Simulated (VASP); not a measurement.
A run of VASP 6.6.1 is set up as follows.

INCAR

```
ALGO = Normal
EDIFF = 1E-6
ENCUT = 520
GGA = PS
ISIF = 2
ISMEAR = 0
LASPH = True
LCHARG = True
LELF = True
LREAL = Auto
LVHAR = True
LWAVE = False
NBANDS = 166
NELM = 80
PREC = Accurate
SIGMA = 0.02
```

KPOINTS

```
k-points
0
Gamma
  3 3 3
```

File POSCAR:

```
GaAs
1.0
   -5.6579527708     -5.6579527708      5.6579527708
    5.6579527708     -5.6579527708     -5.6579527708
    5.6579527708      5.6579527708      5.6579527708
Ga As
16 16
Direct
    0.2500000000      0.0000000000      0.7500000000
    0.0000000000      0.0000000000      0.0000000000
    0.5000000000      0.7500000000      0.7500000000
    0.2500000000      0.7500000000      0.0000000000
    0.0000000000      0.7500000000      0.2500000000
    0.7500000000      0.0000000000      0.2500000000
    0.5000000000      0.0000000000      0.5000000000
    0.0000000000      0.2500000000      0.7500000000
    0.7500000000      0.5000000000      0.7500000000
    0.5000000000      0.5000000000      0.0000000000
    0.2500000000      0.5000000000      0.2500000000
    0.0000000000      0.5000000000      0.5000000000
    0.7500000000      0.7500000000      0.5000000000
    0.7500000000      0.2500000000      0.0000000000
    0.5000000000      0.2500000000      0.2500000000
    0.2500000000      0.2500000000      0.5000000000
    0.2500000000      0.7500000000      0.7500000000
    0.0000000000      0.7500000000      0.0000000000
    0.5000000000      0.5000000000      0.7500000000
    0.2500000000      0.5000000000      0.0000000000
    0.0000000000      0.5000000000      0.2500000000
    0.7500000000      0.7500000000      0.2500000000
    0.5000000000      0.7500000000      0.5000000000
    0.0000000000      0.0000000000      0.7500000000
    0.7500000000      0.2500000000      0.7500000000
    0.5000000000      0.2500000000      0.0000000000
    0.2500000000      0.2500000000      0.2500000000
    0.0000000000      0.2500000000      0.5000000000
    0.7500000000      0.5000000000      0.5000000000
    0.7500000000      0.0000000000      0.0000000000
    0.5000000000      0.0000000000      0.2500000000
    0.2500000000      0.0000000000      0.5000000000
```

Potentials or basis: VASP PAW PBE potentials, release 64 (Ga_d, As).

Command:

```sh
$ cat potpaw_PBE.64/Ga_d/POTCAR potpaw_PBE.64/As/POTCAR > POTCAR
$ mpirun -np 1 vasp_std > vasp.out
```

**Question.** Estimate the band gap on the k mesh.

**Answer.** 0.44 eV.

**Question.** Predict the pressure.

**Answer.** 0.2 GPa.

Caveat: semilocal functionals underestimate gaps, and a narrow one can read as zero; the PAW data sets were made with another functional, which shifts forces and pressure a little.
